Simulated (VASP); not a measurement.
A run of VASP 6.6.1 is set up as follows.

INCAR

```
PREC = Accurate
ENCUT = 520
EDIFF = 1E-6
ISMEAR = -1
SIGMA = 0.05
LREAL = Auto
LASPH = True
NELM = 80
ALGO = Normal
ISIF = 2
LWAVE = False
LCHARG = False
GGA = PE
NBANDS = 38
```

File KPOINTS:

```
Automatic mesh
0
Gamma
  4 4 4
```

POSCAR

```
Li16H
1.0
    6.9800000000      0.0000000000      0.0000000000
    0.0000000000      6.9800000000      0.0000000000
    0.0000000000      0.0000000000      6.9800000000
Li H
16 1
Direct
    0.0301731333      0.0010346522     -0.0012583913
    0.4698542043      0.0009590621     -0.0014731804
    0.0092806922      0.5011774816      0.0076562099
   -0.0138795715      0.0004555619      0.5190839866
    0.2496517552      0.2274017462      0.2535277307
    0.4906523184      0.5011494344      0.0076077576
    0.5140366232      0.0004447206      0.5191391045
    0.7496016567      0.2396402243      0.2390687356
   -0.0120225283      0.5004942423      0.4851260545
    0.2497213809      0.7721877321      0.2545732144
    0.2498413454      0.2658712251      0.7283089959
    0.5117561905      0.5004758291      0.4850443916
    0.7496416990      0.7603407486      0.2395973222
    0.7498603214      0.2555543537      0.7675427510
    0.2498465532      0.7341287336      0.7286665654
    0.7498868790      0.7456401398      0.7680464438
    0.2503886472     -0.0012434874      0.1327964082
```

Potentials or basis: VASP PAW PBE potentials, release 64 (Li_sv, H).

Launch:

```bash
$ cat potpaw_PBE.64/Li_sv/POTCAR potpaw_PBE.64/H/POTCAR > POTCAR
$ mpirun -np 1 vasp_std > vasp.out
```

Problem. Predict the band gap on the k mesh.

Solution. Zero (an odd number of electrons rules out a gap without spin polarisation).

Problem. Estimate the largest force.

Solution. 0.027 eV/Å.

Forces on the atoms (eV/Å):
```
Li  -0.016 -0.011 -0.012
Li   0.017 -0.009 -0.012
Li  -0.005 -0.014 -0.006
Li  -0.014 -0.004 -0.006
Li   0.003 -0.002  0.012
Li   0.002 -0.013 -0.006
Li   0.008 -0.003 -0.006
Li   0.003  0.010  0.008
Li   0.002 -0.005 -0.008
Li   0.002  0.005  0.010
Li   0.002  0.011  0.008
Li  -0.004 -0.004 -0.006
Li   0.004  0.004  0.007
Li   0.001  0.010  0.007
Li   0.001  0.004  0.004
Li   0.001 -0.003  0.002
H   -0.009  0.025  0.003
```
